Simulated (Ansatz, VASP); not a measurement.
# One calculation of BaTiO3, two programs

```
CELL_PARAMETERS angstrom
3.95549 0.00000 0.00000
0.00000 3.95549 0.00000
0.00000 0.00000 3.98338
ATOMIC_POSITIONS crystal
Ba 0.50000 0.50000 0.57912
Ti 0.00000 0.00000 0.09149
O 0.00000 0.50000 0.06534
O 0.50000 0.00000 0.06534
O 0.00000 0.00000 0.55871
```

Change from the starting cell: strain along c alone, the other axes held, atoms relaxed: -1.5 %.

Alike in both runs: functional PBEsol; k mesh 8 × 8 × 8; occupations gaussian, width 0.02 eV; no spin polarisation.

Ansatz relaxed the structure, and its values are those at the end. VASP's run is a single point on that final structure, the one shown.

|  | VASP | Ansatz |
| --- | --- | --- |
| version | VASP 6.6.1 | Ansatz 0.2.0 |
| potentials or method | VASP PAW PBE potentials, release 64 (Ba_sv, Ti_sv, O), cutoff 520 eV | scalar-relativistic, plane waves, PAW |
| valence electrons in the cell | 40 | 40 |

VASP gave:

| Quantity | Value |
| --- | --- |
| gap on the k mesh at the Fermi level (eV) | 1.79 |
| least direct gap on the mesh (eV) | 2.08 |
| pressure (GPa) | 3.8 |
| rms of the force components (eV/Å) | 0.017 |

Estimate Ansatz's values.

gap on the k mesh at the Fermi level (eV): 1.86; least direct gap on the mesh (eV): 2.11; pressure (GPa): 1.8; rms of the force components (eV/Å): 0.001.

VASP's potentials were made for PBE, not for PBEsol. The functional is the same, so the differences come from potentials, cutoffs and numerics. Ansatz's warnings: stress scf threshold loose.

Spin-orbit coupling is off throughout.
